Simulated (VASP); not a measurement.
Here is a VASP 6.6.1 calculation.

Contents of INCAR:

```
ALGO = Normal
EDIFF = 1E-6
ENCUT = 520
GGA = CA
ISIF = 2
ISMEAR = -1
LASPH = True
LCHARG = False
LREAL = False
LWAVE = False
NBANDS = 19
NELM = 100
PREC = Accurate
SIGMA = 0.05
```

KPOINTS

```
k-points
0
Gamma
  7 7 7
```

Contents of POSCAR:

```
SrCl2
1.0
    0.0000000000      3.4883500000      3.4883500000
    3.4883500000      0.0000000000      3.4883500000
    3.4883500000      3.4883500000      0.0000000000
Sr Cl
1 2
Direct
    0.0000000000      0.0000000000      0.0000000000
    0.7500000000      0.7500000000      0.7500000000
    0.2500000000      0.2500000000      0.2500000000
```

Potentials or basis: VASP PAW LDA potentials, release 64 (Sr_sv, Cl).

Launch:

```sh
$ cat potpaw_LDA.64/Sr_sv/POTCAR potpaw_LDA.64/Cl/POTCAR > POTCAR
$ mpirun -np 1 vasp_std > vasp.out
```

Problem. What does it give for the band gap on the k mesh?

Solution. 4.92 eV, indirect (least direct gap 5.23 eV).

Problem. What does it give for the pressure?

Solution. -2.7 GPa.

A k mesh can miss the band edges. A hybrid or GW would open this gap; LDA tends to underestimate it.
